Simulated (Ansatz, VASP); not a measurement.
**Two plane-wave programs on Zn**

```
Zn
1.0
     4.28035    0.00000    0.00000
    -2.14018    3.70689    0.00000
     0.00000    0.00000    4.66679
Zn
4
Direct
  0.00000 0.00000 0.25000
  0.00000 0.00000 0.75000
  0.33333 0.66667 0.75000
  0.66667 0.33333 0.25000
```

Alike in both runs: functional PBEsol; k mesh 12 × 12 × 10; occupations gaussian, width 0.1 eV; no spin polarisation.

Ansatz relaxed the structure, and its values are those at the end. VASP's run is a single point on that final structure, the one shown.

|  | VASP | Ansatz |
| --- | --- | --- |
| version | VASP 6.6.1 | Ansatz 0.2.0 |
| potentials or method | VASP PAW PBE potentials, release 64 (Zn), cutoff 520 eV | scalar-relativistic, plane waves, PAW |
| valence electrons in the cell | 48 | 48 |

Ansatz gave:

| Quantity | Value |
| --- | --- |
| gap on the k mesh at the Fermi level (eV) | none |
| pressure (GPa) | 0.0 |

What did VASP give for the same quantities?

gap on the k mesh at the Fermi level (eV): none; pressure (GPa): 0.3.

VASP's potentials were made for PBE, not for PBEsol. A gap of «none» marks a metal or a gap that the smearing closes.
